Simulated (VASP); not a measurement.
# Be2C (Fm-3m) in VASP: a series of runs

Be2C is run at these levels: PBE; tasks: single point.

Everything below comes from runs of VASP 6.6.1. Logs are shortened: lines on timing, memory, paths and dates and some standing lists are left out, and cuts for length are marked.

## 1. The cell of the first run

Symmetry: Fm-3m, No. 225, cubic system. Conventional cell: a = 4.321 Å, b = 4.321 Å, c = 4.321 Å, α = 90.00°, β = 90.00°, γ = 90.00°. C (site symmetry m-3m) has 8 Be at 1.87 Å within 2.5 Å. Be (site symmetry -43m) has 4 C at 1.87 Å and 6 Be at 2.16 Å within 2.5 Å.

## 2. Single point, PBE

Input file INCAR:

```
PREC     = Accurate       # precision mode
ENCUT    = 600            # plane-wave cutoff, eV
EDIFF    = 1E-6           # SCF threshold, eV
ISMEAR   = 0              # smearing method
SIGMA    = 0.01           # smearing width, eV
LREAL    = False          # projectors in reciprocal space
LASPH    = True           # aspherical terms in the spheres
NELM     = 120            # most SCF steps
ALGO     = Normal         # electronic algorithm
ISIF     = 2              # what is computed and relaxed
LWAVE    = False          # write WAVECAR
LCHARG   = False          # write CHGCAR
GGA      = PE             # functional
NBANDS   = 11             # bands
GGA_COMPAT= False
```

Input file KPOINTS:

```
regular mesh
0
Gamma
  6 6 6
```

Input file POSCAR:

```
Be2C
1.0
    0.0000000000      2.1604856406      2.1604856406
    2.1604856406      0.0000000000      2.1604856406
    2.1604856406      2.1604856406      0.0000000000
C Be
1 2
Direct
    0.0000000000      0.0000000000      0.0000000000
    0.2500000000      0.2500000000      0.2500000000
    0.7500000000      0.7500000000      0.7500000000
```

Potentials or basis: VASP PAW PBE potentials, release 64 (C, Be).

The run is started by

```bash
> cat potpaw_PBE.64/C/POTCAR potpaw_PBE.64/Be/POTCAR > POTCAR
> mpirun -np 1 vasp_std > vasp.out
```

OUTCAR:

```text
PREC = Accurate
   ENCUT = 600
   EDIFF = 1E-6
   ISMEAR = 0
   LREAL = False
   LASPH = True
   NELM = 120
   ISIF = 2
   GGA = PE

 ion  position               nearest neighbor table
   1  0.000  0.000  0.000-   3 1.87   3 1.87   3 1.87   2 1.87   3 1.87   2 1.87   2 1.87   2 1.87

   2  0.250  0.250  0.250-   1 1.87   1 1.87   1 1.87   1 1.87   3 2.16   3 2.16   3 2.16   3 2.16
                             3 2.16   3 2.16
   3  0.750  0.750  0.750-   1 1.87   1 1.87   1 1.87   1 1.87   2 2.16   2 2.16   2 2.16   2 2.16
                             2 2.16   2 2.16

  LATTYP: Found a face centered cubic cell.
 ALAT       =     4.3209712812

  Lattice vectors:

 A1 = (   0.0000000000,   2.1604856406,   2.1604856406)
 A2 = (   2.1604856406,   0.0000000000,   2.1604856406)
 A3 = (   2.1604856406,   2.1604856406,   0.0000000000)

Analysis of symmetry for initial positions (statically):
=====================================================================
 Subroutine PRICEL returns:
 Original cell was already a primitive cell.

 Routine SETGRP: Setting up the symmetry group for a
 face centered cubic supercell.

 Subroutine GETGRP returns: Found 48 space group operations
 (whereof 48 operations were pure point group operations)
 out of a pool of 48 trial point group operations.

The static configuration has the point symmetry O_h .

Analysis of symmetry for dynamics (positions and initial velocities):
=====================================================================
 Subroutine PRICEL returns:
 Original cell was already a primitive cell.

 Routine SETGRP: Setting up the symmetry group for a
 face centered cubic supercell.

 Subroutine GETGRP returns: Found 48 space group operations
 (whereof 48 operations were pure point group operations)
 out of a pool of 48 trial point group operations.

The dynamic configuration has the point symmetry O_h .

 Subroutine INISYM returns: Found 48 space group operations
 (whereof 48 operations are pure point group operations),
 and found     1 'primitive' translations

----------------------------------------------------------------------------------------

                                     Primitive cell

  volume of cell :      20.1690

  direct lattice vectors                    reciprocal lattice vectors
     0.000000000  2.160485641  2.160485641    -0.231429448  0.231429448  0.231429448
     2.160485641  0.000000000  2.160485641     0.231429448 -0.231429448  0.231429448
     2.160485641  2.160485641  0.000000000     0.231429448  0.231429448 -0.231429448

  length of vectors
     3.055388094  3.055388094  3.055388094     0.400847563  0.400847563  0.400847563

  position of ions in fractional coordinates (direct lattice)
     0.000000000  0.000000000  0.000000000
     0.250000000  0.250000000  0.250000000
     0.750000000  0.750000000  0.750000000

  ion indices of the primitive-cell ions
   primitive index   ion index
                 1           1
                 2           2
                 3           3

----------------------------------------------------------------------------------------

 KPOINTS: regular mesh

Automatic generation of k-mesh.
 Grid dimensions read from file:
 generate k-points for:    6    6    6

 Generating k-lattice:

  Cartesian coordinates                     Fractional coordinates (reciprocal lattice)
    -0.038571575  0.038571575  0.038571575     0.166666667  0.000000000  0.000000000
     0.038571575 -0.038571575  0.038571575     0.000000000  0.166666667  0.000000000
     0.038571575  0.038571575 -0.038571575     0.000000000  0.000000000  0.166666667

  Length of vectors
     0.066807927  0.066807927  0.066807927

  Shift w.r.t. Gamma in fractional coordinates (k-lattice)
     0.000000000  0.000000000  0.000000000

 Subroutine IBZKPT returns following result:
 ===========================================

 Found     16 irreducible k-points:

 Following reciprocal coordinates:
            Coordinates               Weight
  0.000000  0.000000  0.000000      1.000000
  0.166667  0.000000  0.000000      8.000000
  0.333333  0.000000  0.000000      8.000000
  0.500000  0.000000  0.000000      4.000000
  0.166667  0.166667  0.000000      6.000000
  0.333333  0.166667  0.000000     24.000000
[... 8 lines left out ...]
 -0.333333  0.333333  0.166667     24.000000
 -0.333333  0.500000  0.166667     12.000000
   k-points           NKPTS =     16   k-points in BZ     NKDIM =     16   number of bands    NBANDS=     11
   number of dos      NEDOS =    301   number of ions     NIONS =      3
   total plane-waves  NPLWV =  13824
   dimension x,y,z NGX =    24 NGY =   24 NGZ =   24
   dimension x,y,z NGXF=    48 NGYF=   48 NGZF=   48
   ions per type =               1   2
   NGX,Y,Z   is equivalent  to a cutoff of  13.06, 13.06, 13.06 a.u.
   NGXF,Y,Z  is equivalent  to a cutoff of  26.12, 26.12, 26.12 a.u.
 SYSTEM =  unknown system
   PREC   = accura    normal or accurate (medium, high low for compatibility)
   ISTART =      0    job   : 0-new  1-cont  2-samecut
   ICHARG =      2    charge: 1-file 2-atom 10-const
   ISPIN  =      1    spin polarized calculation?
   LNONCOLLINEAR =      F non collinear calculations
   LSORBIT =      F    spin-orbit coupling
   LASPH  =      T    aspherical Exc in radial PAW
   ENCUT  =  600.0 eV  44.10 Ry    6.64 a.u.   6.10  6.10  6.10*2*pi/ulx,y,z
   NELM   =    120;   NELMIN=  2; NELMDL= -5     # of ELM steps
   EDIFF  = 0.1E-05   stopping-criterion for ELM
   LREAL  =      F    real-space projection
   EDIFFG = 0.1E-04   stopping-criterion for IOM
   NSW    =      0    number of steps for IOM
   IBRION =     -1    ionic relax: 0-MD 1-quasi-New 2-CG
   NFREE  =      0    steps in history (QN), initial steepest desc. (CG)
   ISIF   =      2    stress and relaxation
   ISYM   =      2    0-nonsym 1-usesym 2-fastsym
   POTIM  = 0.5000    time-step for ionic-motion
   TEBEG  =    0.0;   TEEND  =   0.0 temperature during run
   PSTRESS=    0.0 pullay stress
   NELECT =       8.0000    total number of electrons
   NUPDOWN=      -1.0000    fix difference up-down
   EMIN   =  10.00;   EMAX   =-10.00  energy-range for DOS
   EFERMI =   0.00;   METHOD = LEGACY
   ISMEAR =     0;   SIGMA  =   0.01  broadening in eV -4-tet -1-fermi 0-gaus
   EFERMI_NEDOS =   21; number of points for ismear=-14 and -15
   IALGO  =     38    algorithm
   IMIX   =      4    mixing-type and parameters
     AMIX     =   0.40;   BMIX     =  1.00
     AMIX_MAG =   1.60;   BMIX_MAG =  1.00
  volume/ion in A,a.u.               =       6.72        45.37
  Fermi-wavevector in a.u.,A,eV,Ry     =   1.202846  2.273050 19.685440  1.446839
  Thomas-Fermi vector in A             =   2.338616
   LORBIT       =      0    0 simple, 1 ext, 2 COOP (PROOUT), +10 PAW based schemes
   GGA     = PE    functional components
   LHFCALC =     F    Hartree Fock is set to
   AEXX    =    0.0000 exact exchange contribution
   IVDW    =     0    specifies the selected vdW correction
   LEPSILON=     F    determine dielectric tensor
   LRPA    =     F    only Hartree local field effects (RPA)
 non-spin polarized calculation
 Gauss-broadening in eV      SIGMA  =   0.01
  energy-cutoff  :      600.00
  volume of cell :       20.17
 maximum number of plane-waves:       692
   NGX = 13   NGY = 13   NGZ = 13

 number of electron       8.0000000 magnetization

 Free energy of the ion-electron system (eV)
  ---------------------------------------------------
  ext. energy  EPLUGINS =         0.00000000
  ---------------------------------------------------
  free energy    TOTEN  =       -17.45045114 eV

  energy without entropy =      -17.45045114  energy(sigma->0) =      -17.45045114

 E-fermi :   7.8976     XC(G=0): -11.4602

 val. band max:        7.7877749908   @ k =   0.0000   0.0000   0.0000
 cond. band min:       8.9452549739   @ k =   0.5000   0.5000   0.0000
 fundamental gap:      1.1574799831
 Fermi energy:         7.8976340886

 k-point     1 :       0.0000    0.0000    0.0000
  band No.  band energies     occupation
      1      -7.2954      2.00000
      2       7.7878      2.00000
      3       7.7878      2.00000
      4       7.7878      2.00000
      5      11.9235      0.00000
      6      11.9235      0.00000
      7      11.9235      0.00000
      8      14.6005      0.00000
      9      20.9978      0.00000
     10      20.9978      0.00000
     11      20.9978      0.00000

 k-point     2 :       0.1667    0.0000    0.0000
  band No.  band energies     occupation
      1      -6.8529      2.00000
      2       4.9182      2.00000
      3       7.0920      2.00000
      4       7.0920      2.00000
      5      12.8996      0.00000
      6      12.8996      0.00000
      7      13.4225      0.00000
      8      15.6021      0.00000
      9      19.1901      0.00000
     10      19.1901      0.00000
     11      22.0487      0.00000

 k-point     3 :       0.3333    0.0000    0.0000
  band No.  band energies     occupation
      1      -5.5997      2.00000
      2       1.1234      2.00000
      3       6.2476      2.00000
      4       6.2476      2.00000
      5      13.1746      0.00000
      6      13.1746      0.00000
      7      14.4410      0.00000
      8      17.0951      0.00000
      9      20.0906      0.00000
     10      20.0906      0.00000
     11      24.0738      0.00000
[... 155 lines left out ...]
 k-point    15 :      -0.3333    0.3333    0.1667
  band No.  band energies     occupation
      1      -3.6790      2.00000
      2       0.2345      2.00000
      3       2.7405      2.00000
      4       3.4762      2.00000
      5      13.1800      0.00000
      6      14.9874      0.00000
      7      18.0563      0.00000
      8      18.6776      0.00000
      9      19.6514      0.00000
     10      21.8250      0.00000
     11      25.6911      0.00000

 k-point    16 :      -0.3333    0.5000    0.1667
  band No.  band energies     occupation
      1      -3.4279      2.00000
      2       1.4000      2.00000
      3       1.8295      2.00000
      4       2.3938      2.00000
      5      11.8183      0.00000
      6      15.3757      0.00000
      7      17.7957      0.00000
      8      19.7450      0.00000
      9      21.6451      0.00000
     10      22.9425      0.00000
     11      24.5956      0.00000

------------------------ aborting loop because EDIFF is reached ----------------------------------------

  FORCE on cell =-STRESS in cart. coord.  units (eV):
  Direction    XX          YY          ZZ          XY          YZ          ZX
  --------------------------------------------------------------------------------------
  -------------------------------------------------------------------------------------
  Total        0.1626909      0.1626909      0.1626909     -0.0000000     -0.0000000      0.0000000
  in kB       12.9237848     12.9237848     12.9237848     -0.0000000     -0.0000000      0.0000000
  external PRESSURE =      12.9237848 kB  Pullay stress =       0.0000000 kB

 VOLUME and BASIS-vectors are now :
 -----------------------------------------------------------------------------
  energy-cutoff  :      600.00
  volume of cell :       20.17
      direct lattice vectors                 reciprocal lattice vectors
     0.000000000  2.160485641  2.160485641    -0.231429448  0.231429448  0.231429448
     2.160485641  0.000000000  2.160485641     0.231429448 -0.231429448  0.231429448
     2.160485641  2.160485641  0.000000000     0.231429448  0.231429448 -0.231429448

 POSITION                                       TOTAL-FORCE (eV/Angst)
 -----------------------------------------------------------------------------------
      0.00000      0.00000      0.00000         0.000000      0.000000     -0.000000
      1.08024      1.08024      1.08024         0.000000      0.000000      0.000000
      3.24073      3.24073      3.24073        -0.000000     -0.000000     -0.000000
 -----------------------------------------------------------------------------------
    total drift:                               -0.000000      0.000000     -0.000000

  FREE ENERGIE OF THE ION-ELECTRON SYSTEM (eV)
  ---------------------------------------------------
  free  energy   TOTEN  =       -17.4504511408 eV

  energy  without entropy=      -17.4504511408  energy(sigma->0) =      -17.45045114
```

Run time: 4.8 s. Hardware: 1 thread of Intel Xeon 8259CL, shared host; peak memory 0.13 GiB.

Results:

- Free energy: -17.4505 eV
- Pressure: 1.3 GPa
- Band gap on the k mesh: 1.16 eV (least direct gap 4.14 eV)

Levels at points of the mesh, in eV from the valence-band top:
| k point | band 1 | band 2 | band 3 | band 4 | band 5 | band 6 | band 7 | band 8 |
| --- | --- | --- | --- | --- | --- | --- | --- | --- |
| (0.00, 0.00, 0.00) | -15.08 | 0.00 | 0.00 | 0.00 | 4.14 | 4.14 | 4.14 | 6.81 |
| (0.50, 0.00, 0.00) | -12.20 | -8.76 | -1.84 | -1.84 | 5.01 | 5.01 | 7.07 | 9.85 |
| (0.50, 0.50, 0.00) | -11.45 | -6.80 | -4.75 | -4.75 | 1.16 | 5.76 | 13.31 | 13.31 |

## 3. Single point, PBE

Input file INCAR:

```
SYSTEM = Be2C
PREC = Accurate
ENCUT = 600
EDIFF = 1E-6
ISMEAR = 0
SIGMA = 0.01
LREAL = .False.
LASPH = .True.
NELM = 120
ALGO = Normal
ISIF = 2
LWAVE = .False.
LCHARG = .False.
GGA = PE
NBANDS = 11
GGA_COMPAT = .False.
```

Input file KPOINTS:

```
regular mesh
0
Gamma
  6 6 6
  0 0 0
```

POSCAR is that of step 2.

Potentials or basis: VASP PAW PBE potentials, release 64 (C, Be).

The run is started by

```bash
> cat potpaw_PBE.64/C/POTCAR potpaw_PBE.64/Be/POTCAR > POTCAR
> mpirun -np 1 vasp_std > vasp.out
```

OUTCAR:

```text
SYSTEM = Be2C
   PREC = Accurate
   ENCUT = 600
   EDIFF = 1E-6
   ISMEAR = 0
   LREAL = .False.
   LASPH = .True.
   NELM = 120
   ISIF = 2
   GGA = PE

 ion  position               nearest neighbor table
   1  0.000  0.000  0.000-   3 1.87   3 1.87   3 1.87   2 1.87   3 1.87   2 1.87   2 1.87   2 1.87

   2  0.250  0.250  0.250-   1 1.87   1 1.87   1 1.87   1 1.87   3 2.16   3 2.16   3 2.16   3 2.16
                             3 2.16   3 2.16
   3  0.750  0.750  0.750-   1 1.87   1 1.87   1 1.87   1 1.87   2 2.16   2 2.16   2 2.16   2 2.16
                             2 2.16   2 2.16

  LATTYP: Found a face centered cubic cell.
[... 410 lines left out ...]
  --------------------------------------------------------------------------------------
  -------------------------------------------------------------------------------------
  Total        0.1626909      0.1626909      0.1626909     -0.0000000     -0.0000000      0.0000000
  in kB       12.9237848     12.9237848     12.9237848     -0.0000000     -0.0000000      0.0000000
  external PRESSURE =      12.9237848 kB  Pullay stress =       0.0000000 kB

 VOLUME and BASIS-vectors are now :
 -----------------------------------------------------------------------------
  energy-cutoff  :      600.00
  volume of cell :       20.17
      direct lattice vectors                 reciprocal lattice vectors
     0.000000000  2.160485641  2.160485641    -0.231429448  0.231429448  0.231429448
     2.160485641  0.000000000  2.160485641     0.231429448 -0.231429448  0.231429448
     2.160485641  2.160485641  0.000000000     0.231429448  0.231429448 -0.231429448

 POSITION                                       TOTAL-FORCE (eV/Angst)
 -----------------------------------------------------------------------------------
      0.00000      0.00000      0.00000         0.000000      0.000000     -0.000000
      1.08024      1.08024      1.08024         0.000000      0.000000      0.000000
      3.24073      3.24073      3.24073        -0.000000     -0.000000     -0.000000
 -----------------------------------------------------------------------------------
    total drift:                               -0.000000      0.000000     -0.000000

  FREE ENERGIE OF THE ION-ELECTRON SYSTEM (eV)
  ---------------------------------------------------
  free  energy   TOTEN  =       -17.4504511408 eV

  energy  without entropy=      -17.4504511408  energy(sigma->0) =      -17.45045114
```

It took 4.5 s on 1 thread of Intel Xeon 8259CL, shared host; peak memory 0.13 GiB.

Results:

- Free energy: -17.4505 eV
- Pressure: 1.3 GPa
- Band gap on the k mesh: 1.16 eV (least direct gap 4.14 eV)

A k mesh can miss the band edges.
